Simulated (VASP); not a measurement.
# CaF2 (Fm-3m) in VASP: further runs, part 2 of 2

VASP 6.6.1. The steps go on from the part before.

### 5 Single point, revPBE

This run uses another cell than the first one, of 12.59 Å³/atom.

The input, INCAR:

```
PREC = Accurate ; ENCUT = 600
EDIFF = 1E-6 ; ISMEAR = 1
SIGMA = 0.05 ; LREAL = F
LASPH = T ; NELM = 120
ALGO = Normal ; ISIF = 2
LWAVE = F ; LCHARG = F
GGA = RE ; NBANDS = 19
GGA_COMPAT = F
```

The input, KPOINTS:

```
Automatic mesh
0
Gamma
  8 8 8
```

The input, POSCAR:

```
CaF2
1.0
    0.0000000000      2.6629890288      2.6629890288
    2.6629890288      0.0000000000      2.6629890288
    2.6629890288      2.6629890288      0.0000000000
Ca F
1 2
Direct
    0.0000000000      0.0000000000      0.0000000000
    0.2500000000      0.2500000000      0.2500000000
    0.7500000000      0.7500000000      0.7500000000
```

Potentials or basis: VASP PAW PBE potentials, release 64 (Ca_sv, F).

Started as:

```
$ cat potpaw_PBE.64/Ca_sv/POTCAR potpaw_PBE.64/F/POTCAR > POTCAR
$ mpirun -np 1 vasp_std > vasp.out
```

OUTCAR:

```text
PREC = Accurate
   ENCUT = 600
   EDIFF = 1E-6
   ISMEAR = 1
   LREAL = F
   LASPH = T
   NELM = 120
   ISIF = 2
   GGA = RE

 ion  position               nearest neighbor table
   1  0.000  0.000  0.000-   3 2.31   3 2.31   3 2.31   2 2.31   3 2.31   2 2.31   2 2.31   2 2.31

   2  0.250  0.250  0.250-   1 2.31   1 2.31   1 2.31   1 2.31
   3  0.750  0.750  0.750-   1 2.31   1 2.31   1 2.31   1 2.31

  LATTYP: Found a face centered cubic cell.
 ALAT       =     5.3259780576
[... 721 lines left out ...]

  FORCE on cell =-STRESS in cart. coord.  units (eV):
  Direction    XX          YY          ZZ          XY          YZ          ZX
  --------------------------------------------------------------------------------------
  -------------------------------------------------------------------------------------
  Total        3.2618092      3.2618092      3.2618092      0.0000000      0.0000000      0.0000000
  in kB      138.3665158    138.3665158    138.3665158      0.0000000      0.0000000      0.0000000
  external PRESSURE =     138.3665158 kB  Pullay stress =       0.0000000 kB

 VOLUME and BASIS-vectors are now :
 -----------------------------------------------------------------------------
  energy-cutoff  :      600.00
  volume of cell :       37.77
      direct lattice vectors                 reciprocal lattice vectors
     0.000000000  2.662989029  2.662989029    -0.187758941  0.187758941  0.187758941
     2.662989029  0.000000000  2.662989029     0.187758941 -0.187758941  0.187758941
     2.662989029  2.662989029  0.000000000     0.187758941  0.187758941 -0.187758941

 POSITION                                       TOTAL-FORCE (eV/Angst)
 -----------------------------------------------------------------------------------
      0.00000      0.00000      0.00000        -0.000000     -0.000000     -0.000000
      1.33149      1.33149      1.33149         0.000000     -0.000000      0.000000
      3.99448      3.99448      3.99448        -0.000000      0.000000      0.000000
 -----------------------------------------------------------------------------------
    total drift:                                0.000000     -0.000000      0.000000

  FREE ENERGIE OF THE ION-ELECTRON SYSTEM (eV)
  ---------------------------------------------------
  free  energy   TOTEN  =       -16.3325262824 eV

  energy  without entropy=      -16.3326407720  energy(sigma->0) =      -16.33256445
```

Wall time 63 s (1 thread of Intel Xeon 8259CL, shared host); peak memory 0.18 GiB.

Results:

| Property | Result |
| --- | --- |
| Free energy | -16.3325 eV |
| Pressure | 13.8 GPa |
| Band gap on the k mesh | 8.02 eV (least direct gap 8.29 eV) |

Levels at points of the mesh, in eV from the valence-band top:
```csv
k point,band 8,band 9,band 10,band 11,band 12,band 13,band 14,band 15,band 16,band 17
"(0.00, 0.00, 0.00)",-2.34,-2.34,-0.26,-0.26,-0.26,8.02,9.52,9.52,11.84,11.84
"(0.50, 0.00, 0.00)",-1.68,-1.36,-1.31,-0.88,-0.88,9.78,9.78,10.28,11.45,11.51
"(0.50, 0.50, 0.00)",-1.73,-1.73,-0.41,-0.41,0.00,8.49,10.00,10.53,11.38,11.38
```

Caveat: the cell stands under pressure; the PAW data sets were made with another functional, which shifts forces and pressure a little. A k mesh can miss the band edges.

### 6 Relaxation of cell and atoms, LDA

This run uses another cell than the first one, of 12.59 Å³/atom.

The input, INCAR:

```
  PREC = Accurate
  ENCUT = 600
  EDIFF = 1E-7
  ISMEAR = 0
  SIGMA = 0.01
  LREAL = False
  LASPH = True
  NELM = 120
  ALGO = Normal
  ISIF = 3
  LWAVE = False
  LCHARG = False
  GGA = CA
  IBRION = 2
  NSW = 80
  EDIFFG = -0.001
  GGA_COMPAT = False
  NELMIN = 4
```

The input, KPOINTS:

```
regular mesh
0
Gamma
  8 8 8
```

The input, POSCAR:

```
CaF2
1.0
    0.0000000000      2.6630866650      2.6630866650
    2.6630866650      0.0000000000      2.6630866650
    2.6630866650      2.6630866650      0.0000000000
Ca F
1 2
Direct
    0.0000000000      0.0000000000      0.0000000000
    0.2500000000      0.2500000000      0.2500000000
    0.7500000000      0.7500000000      0.7500000000
```

Potentials or basis: VASP PAW LDA potentials, release 64 (Ca_sv, F).

Started as:

```
$ cat potpaw_LDA.64/Ca_sv/POTCAR potpaw_LDA.64/F/POTCAR > POTCAR
$ mpirun -np 1 vasp_std > vasp.out
```

Wall time 1.7 min (1 thread of Intel Xeon 8259CL, shared host); peak memory 0.17 GiB.

It converged, with:

```
Free energy                           : -19.0112 eV
Relaxed volume                        : 12.65 Å³/atom
Relaxed cell                          : a = 3.772 Å, b = 3.772 Å, c = 3.772 Å, α = 60.00°, β = 60.00°, γ = 60.00°
Space group after relaxing (to 0.1 Å) : Fm-3m (No. 225)
Energy gained by relaxing             : 0.1 meV/atom
Ionic steps                           : 3
Pressure after relaxing               : 0.0 GPa
Band gap on the k mesh                : 7.33 eV (least direct gap 7.60 eV)
```

Step by step:
```tsv
step	energy change (eV)	largest force (eV/Å)	pressure (GPa)	volume (Å³)
1	0.0000	0.0000	0.48	37.77
2	-0.0002	0.0000	-0.10	37.98
3	-0.0002	0.0000	-0.01	37.94
```

Final structure:
```
CELL_PARAMETERS angstrom
0.00000 2.66705 2.66705
2.66705 0.00000 2.66705
2.66705 2.66705 0.00000
ATOMIC_POSITIONS crystal
Ca 0.00000 0.00000 0.00000
F 0.25000 0.25000 0.25000
F 0.75000 0.75000 0.75000
```

Levels at points of the mesh, in eV from the valence-band top:
| k point | band 10 | band 11 | band 12 | band 13 | band 14 | band 15 |
| --- | --- | --- | --- | --- | --- | --- |
| (0.00, 0.00, 0.00) | -0.27 | -0.27 | -0.27 | 7.33 | 9.29 | 9.29 |
| (0.50, 0.00, 0.00) | -1.36 | -0.90 | -0.90 | 9.55 | 9.55 | 10.12 |
| (0.50, 0.50, 0.00) | -0.42 | -0.42 | 0.00 | 8.05 | 9.84 | 10.39 |

### 7 The runs side by side

```tsv
task	level	potentials or basis	cell	smearing	gap on the mesh (eV)	pressure (GPa)
single point	LDA	VASP PAW LDA potentials, release 64 (Ca_sv, F)	a = 3.673 Å, angles 60.0°, 3 atoms	gaussian 0.01 eV	7.83	9.8
single point	LDA	VASP PAW LDA potentials, release 64 (Ca_sv, F)	a = 3.766 Å, angles 60.0°, 3 atoms	gaussian 0.02 eV	7.36	0.5
single point	LDA	VASP PAW LDA potentials, release 64 (Ca_sv, F)	a = 3.766 Å, angles 60.0°, 3 atoms	gaussian 0.01 eV	7.36	0.5
single point	revPBE	VASP PAW PBE potentials, release 64 (Ca_sv, F)	a = 3.766 Å, angles 60.0°, 3 atoms	methfessel-paxton 0.05 eV	8.02	13.8
relaxation of cell and atoms	LDA	VASP PAW LDA potentials, release 64 (Ca_sv, F)	relaxed from a = 3.766 Å, angles 60.0°, 3 atoms	gaussian 0.01 eV	7.33	0.0
```

Alike in all rows: no spin polarisation; k mesh 8 × 8 × 8; cutoff (eV) 600.

Caveats: the cell stands under pressure (at least some runs); the PAW data sets were made with another functional, which shifts forces and pressure a little (at least some runs).

Absolute energies hang on the potentials; compare differences alone.
